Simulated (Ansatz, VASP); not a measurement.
# One calculation of TaRu, two programs

Contents of INCAR:

```
SYSTEM = TaRu
  PREC = Accurate
  ENCUT = 520
  EDIFF = 1E-8
  ISMEAR = -1
  SIGMA = 0.03
  LREAL = .FALSE.
  LASPH = .TRUE.
  NELM = 60
  ALGO = Normal
  ISIF = 2
  LWAVE = .FALSE.
  LCHARG = .FALSE.
  LEFG = .TRUE.
  NBANDS = 20
```

Contents of KPOINTS:

```
regular mesh
0
G
  13 13 13
  0 0 0
```

Contents of POSCAR:

```
TaRu
1.0
    3.2495060651      0.0000000000      0.0000000000
    0.0000000000      3.2495060651      0.0000000000
    0.0000000000      0.0000000000      3.2495060651
Ta Ru
1 1
Direct
    0.5000000000      0.5000000000      0.5000000000
    0.0000000000      0.0000000000      0.0000000000
```

Input for Ansatz:

```yaml
crystal:
  lattice:
    - [3.2495060651, 0.0, 0.0]
    - [0.0, 3.2495060651, 0.0]
    - [0.0, 0.0, 3.2495060651]
  atoms:
    - { symbol: Ta, position: [0.5, 0.5, 0.5] }
    - { symbol: Ru, position: [0.0, 0.0, 0.0] }
kpoints:
  mp_grid: { grid: [13, 13, 13] }
scf:
  occupations: { method: fermi_dirac, width: 0.03 }
hamiltonian:
  xc: lda
  pseudopotentials: { kind: paw }
output:
  forces: true
  stress: true
  eigenvalues: true
  efg: { contact_densities: true }
```

Change from the starting cell: volume scaled by 1.06, PAW files.

Alike in both runs: task electric field gradients; functional LDA; k mesh 13 × 13 × 13; occupations fermi-dirac, width 0.03 eV; no spin polarisation.

```csv
,VASP,Ansatz
version,VASP 6.6.1,Ansatz 0.2.0
potentials or method,"VASP PAW LDA potentials, release 64 (Ta_pv, Ru_pv)","PAW with Ansatz's default frozen-core files, scalar-relativistic"
plane-wave cutoff (eV),520,420
valence electrons in the cell,25,29
```

```tsv
	VASP	Ansatz	Ansatz less VASP
pressure (GPa)	-26.5	-27.1	-0.62
```

LDA's correlation is that of Perdew and Zunger in VASP and of Perdew and Wang (1992) in Ansatz. VASP's potentials hold 25 valence electrons a cell and Ansatz's 29, so a difference there can come from the potentials and not from the codes.

Spin-orbit coupling is off throughout.
